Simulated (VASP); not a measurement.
Wanted: the native input for a VASP 6.6.1 run.

```
Task                   : single point
Functional             : PBE
Potentials or basis    : VASP PAW PBE potentials, release 64 (Hg, Te)
Cutoff                 : 520 eV
k mesh                 : 14 × 14 × 14
Occupations            : gaussian, width 0.15 eV
Spin                   : no spin polarisation
Dipole correction      : no
Further INCAR settings : ALGO = Normal; EDIFF = 1e-07; NBANDS = 16
```

The structure of HgTe lies in POSCAR:

```
HgTe
1.0
    0.0000000000      3.0771170000      3.0771170000
    3.0771170000      0.0000000000      3.0771170000
    3.0771170000      3.0771170000      0.0000000000
Hg Te
1 1
Direct
    0.0710892696      0.0710892696     -0.0710892696
    0.5000000000      0.5000000000      0.5000000000
```

This cell differs from its parent crystal: all Hg atoms moved +0.438 Å, as atom 1 along Cartesian [0 0 1].

The input as run:

INCAR

```
ALGO     = Normal         # electronic algorithm
EDIFF    = 1E-7           # SCF threshold, eV
ENCUT    = 520            # plane-wave cutoff, eV
GGA      = PE             # functional
ISIF     = 2              # what is computed and relaxed
ISMEAR   = 0              # smearing method
LASPH    = T              # aspherical terms in the spheres
LCHARG   = F              # write CHGCAR
LREAL    = F              # projectors in reciprocal space
LWAVE    = F              # write WAVECAR
NBANDS   = 16             # bands
NELM     = 100            # most SCF steps
PREC     = Accurate       # precision mode
SIGMA    = 0.15           # smearing width, eV
```

KPOINTS

```
k-points
0
Gamma
  14 14 14
```

Potentials or basis: VASP PAW PBE potentials, release 64 (Hg, Te).

Run with:

```bash
$ cat potpaw_PBE.64/Hg/POTCAR potpaw_PBE.64/Te/POTCAR > POTCAR
$ mpirun -np 1 vasp_std > vasp.out
```

It gave:

| Property | Result |
| --- | --- |
| Pressure | 3.4 GPa |
| Largest force | 1.387 eV/Å |
| Band gap on the k mesh | zero (bands 9 and 10 overlap by 2.06 eV) |

Caveat: the cell differs from its parent crystal (all Hg atoms moved +0.438 Å, as atom 1 along Cartesian [0 0 1]); the stress differs along the axes, from -0 to 11 GPa; spin-orbit coupling is left out, which moves the levels of the heavy elements; forces of over 1 eV/Å act on the atoms, so gaps and moduli don't describe the material at rest.

Wall time 4.1 min on 1 thread of Intel Xeon 8259CL (shared host), peak memory 0.36 GiB.
